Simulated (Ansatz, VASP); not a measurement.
# BP: VASP beside Ansatz

Contents of INCAR:

```
ALGO     = Normal         # electronic algorithm
EDIFF    = 1E-6           # SCF threshold, eV
ENCUT    = 520            # plane-wave cutoff, eV
GGA      = PE             # functional
ISIF     = 2              # what is computed and relaxed
ISMEAR   = -1             # smearing method
LASPH    = True           # aspherical terms in the spheres
LCHARG   = True           # write CHGCAR
LELF     = True           # ELF
LREAL    = False          # projectors in reciprocal space
LVHAR    = True         
LWAVE    = False          # write WAVECAR
NBANDS   = 11             # bands
NELM     = 100            # most SCF steps
PREC     = Accurate       # precision mode
SIGMA    = 0.02           # smearing width, eV
```

File KPOINTS:

```
k-points
0
Gamma
  10 10 10
```

Contents of POSCAR:

```
BP
1.0
    0.0000000000      2.2683155501      2.2683155501
    2.2683155501      0.0000000000      2.2683155501
    2.2683155501      2.2683155501      0.0000000000
B P
1 1
Direct
    0.0000000000      0.0000000000      0.0000000000
    0.2500000000      0.2500000000      0.2500000000
```

Input for Ansatz:

```yaml
crystal:
  lattice:
    - [0.0, 2.2683155501, 2.2683155501]
    - [2.2683155501, 0.0, 2.2683155501]
    - [2.2683155501, 2.2683155501, 0.0]
  atoms:
    - { symbol: B, position: [0.0, 0.0, 0.0] }
    - { symbol: P, position: [0.25, 0.25, 0.25] }
kpoints:
  mp_grid: { grid: [10, 10, 10] }
  band_path:
    path:
      - [0.0, 0.0, 0.0]
      - [-0.5, -0.5, 0.0]
      - [-0.375, -0.375, 0.25]
      - [-0.375, 0.0, 0.375]
      - [0.0, 0.0, 0.5]
      - [-0.5, -0.25, 0.25]
      - [0.0, 0.414062, 0.414062]
    npoints: 1
hamiltonian:
  xc: pbe
scf:
  occupations: { method: fermi_dirac, width: 0.02 }
  n_extra_bands: 4
output:
  forces: true
  stress: true
  eigenvalues: true
```

Alike in both runs: task single point; functional PBE; k mesh 10 × 10 × 10; occupations fermi-dirac, width 0.02 eV; no spin polarisation.

|  | VASP | Ansatz |
| --- | --- | --- |
| version | VASP 6.6.1 | Ansatz 0.2.0 |
| potentials or method | VASP PAW PBE potentials, release 64 (B, P) | plane waves, PAW |
| plane-wave cutoff (eV) | 520 | 420 |
| valence electrons in the cell | 8 | 8 |

```csv
,VASP,Ansatz,Ansatz less VASP
gap on the k mesh at the Fermi level (eV),1.24,1.24,+0.004
pressure (GPa),1.0,1.3,+0.24
```
